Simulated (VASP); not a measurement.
## BiTe: single point with HSE06

The system is BiTe.

```
Bi Te
1.0
     2.38996    1.37985    3.27246
    -2.38996    1.37985    3.27246
     0.00000   -2.75969    3.27246
Bi Te
1 1
Direct
  0.50000 0.50000 0.50000
  0.00000 0.00000 0.00000
```

| Property | Result |
| --- | --- |
| Program | VASP 6.6.1 |
| Task | single point |
| Functional | HSE06 |
| Potentials or basis | VASP PAW PBE potentials, release 64 (Bi_d, Te) |
| Cutoff | 520 eV |
| k mesh | 4 × 4 × 4 |
| Occupations | fermi-dirac, width 0.05 eV |
| Spin | no spin polarisation |
| Dipole correction | no |
| Grid for exact exchange (PRECFOCK) | Normal |
| Further INCAR settings | ALGO = Normal; EDIFF = 1e-06; NBANDS = 18 |
| Screening parameter | 0.2079 1/Å |

```json
{
  "Pressure": "0.1 GPa"
}
```

Levels at points of the mesh, in eV from the Fermi level:
```tsv
k point	band 6	band 7	band 8	band 9	band 10	band 11	band 12	band 13	band 14	band 15
(0.00, 0.00, 0.00)	-15.38	-8.93	-3.64	-3.64	-2.17	2.19	2.95	2.95	4.23	4.23
(0.50, 0.00, 0.00)	-13.19	-12.77	-2.40	-2.31	-1.31	-1.14	-0.80	0.35	7.15	7.36
(0.50, 0.50, 0.00)	-13.21	-11.05	-6.82	-5.49	-4.14	2.42	3.57	4.20	5.38	8.74
(0.50, 0.50, 0.50)	-12.76	-12.23	-2.97	-2.97	-2.73	-1.91	-1.59	-1.59	8.66	9.24
```

It took 7 min on 1 thread of Intel(R) Xeon(R) 6975P-C (Granite Rapids), on a shared host, peak memory 0.3 GiB.

Caveat: the k points lie up to 0.41 Å⁻¹ apart; the PAW data sets were made with another functional, which shifts forces and pressure a little; spin-orbit coupling is left out, which moves the levels of the heavy elements.
